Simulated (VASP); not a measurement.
Wanted: the native input for a VASP 6.6.1 run.

| Quantity | Value |
| --- | --- |
| Task | single point |
| Functional | PBE |
| Dispersion | D3(BJ) |
| Potentials or basis | VASP PAW PBE potentials, release 64 (Be, Te) |
| Cutoff | 520 eV |
| k mesh | 8 × 8 × 8 |
| Occupations | gaussian, width 0.02 eV |
| Spin | no spin polarisation |
| Dipole correction | no |
| Further INCAR settings | ALGO = Normal; EDIFF = 1e-07; NBANDS = 11 |

The structure of BeTe lies in POSCAR:

```
BeTe
1.0
    0.0000000000      2.7906023567      2.7906023567
    2.7906023567      0.0000000000      2.7906023567
    2.7906023567      2.7906023567      0.0000000000
Be Te
1 1
Direct
    0.0000000000      0.0000000000      0.0000000000
    0.2500000000      0.2500000000      0.2500000000
```

The input as run:

INCAR

```
SYSTEM = BeTe
ALGO     = Normal         ! electronic algorithm
EDIFF    = 1E-7           ! SCF threshold, eV
ENCUT    = 520            ! plane-wave cutoff, eV
GGA      = PE             ! functional
ISIF     = 2              ! what is computed and relaxed
ISMEAR   = 0              ! smearing method
IVDW     = 12             ! dispersion correction
LASPH    = .TRUE.         ! aspherical terms in the spheres
LCHARG   = .TRUE.         ! write CHGCAR
LELF     = .TRUE.         ! ELF
LREAL    = .FALSE.        ! projectors in reciprocal space
LVHAR    = .TRUE.       
LWAVE    = .FALSE.        ! write WAVECAR
NBANDS   = 11             ! bands
NELM     = 80             ! most SCF steps
PREC     = Accurate       ! precision mode
SIGMA    = 0.02           ! smearing width, eV
```

KPOINTS

```
k-points
0
G
  8 8 8
  0 0 0
```

Potentials or basis: VASP PAW PBE potentials, release 64 (Be, Te).

The run is started by

```console
$ cat potpaw_PBE.64/Be/POTCAR potpaw_PBE.64/Te/POTCAR > POTCAR
$ mpirun -np 1 vasp_std > vasp.out
```

Results of the run:

```json
{
 "Pressure": "0.2 GPa",
 "Band gap on the k mesh": "1.91 eV, indirect (least direct gap 3.59 eV)",
 "Dispersion energy per atom": "-0.348 eV"
}
```

Caveat: spin-orbit coupling is left out, which moves the levels of the heavy elements.

Run time: 13 s on 1 thread of Intel(R) Xeon(R) Platinum 8488C (Sapphire Rapids), on a shared host, peak memory 0.18 GiB.
